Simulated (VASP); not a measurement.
Set up this calculation in VASP 6.6.1, as the native input.

| Property | Result |
| --- | --- |
| Task | single point |
| Functional | LDA |
| Potentials or basis | VASP PAW LDA potentials, release 64 (Al, Cu) |
| Cutoff | 520 eV |
| k mesh | 6 × 6 × 4 |
| Occupations | gaussian, width 0.1 eV |
| Spin | no spin polarisation |
| Dipole correction | no |
| Further INCAR settings | ALGO = Normal; EDIFF = 1e-07; NBANDS = 24 |

The structure of Al3Cu2 lies in POSCAR:

```
Al3Cu2
1.0
    4.0919516368      0.0000000000      0.0000000000
   -2.0459758184      3.5437340685      0.0000000000
    0.0000000000      0.0000000000      4.9927787000
Al Cu
3 2
Direct
    0.0000000000      0.0000000000      0.0000000000
    0.3333333300      0.6666666700      0.3499253500
    0.6666666700      0.3333333300      0.6500746500
    0.3333333300      0.6666666700      0.8395121300
    0.6666666700      0.3333333300      0.1604878700
```

These files were run (other wordings do the same):

INCAR

```
PREC = Accurate
ENCUT = 520
EDIFF = 1E-7
ISMEAR = 0
SIGMA = 0.1
LREAL = F
LASPH = T
NELM = 80
ALGO = Normal
ISIF = 2
LWAVE = F
LCHARG = T
GGA = CA
LELF = T
LVHAR = T
NBANDS = 24
```

KPOINTS

```
Automatic mesh
0
Gamma
  6 6 4
```

Potentials or basis: VASP PAW LDA potentials, release 64 (Al, Cu).

Command:

```console
$ cat potpaw_LDA.64/Al/POTCAR potpaw_LDA.64/Cu/POTCAR > POTCAR
$ mpirun -np 1 vasp_std > vasp.out
```

It gave:

| Property | Result |
| --- | --- |
| Pressure | -3.0 GPa |
| Largest force | 0.048 eV/Å |

Run time: 20 s on 1 thread of Intel(R) Xeon(R) 6975P-C (Granite Rapids), on a shared host, peak memory 0.17 GiB.
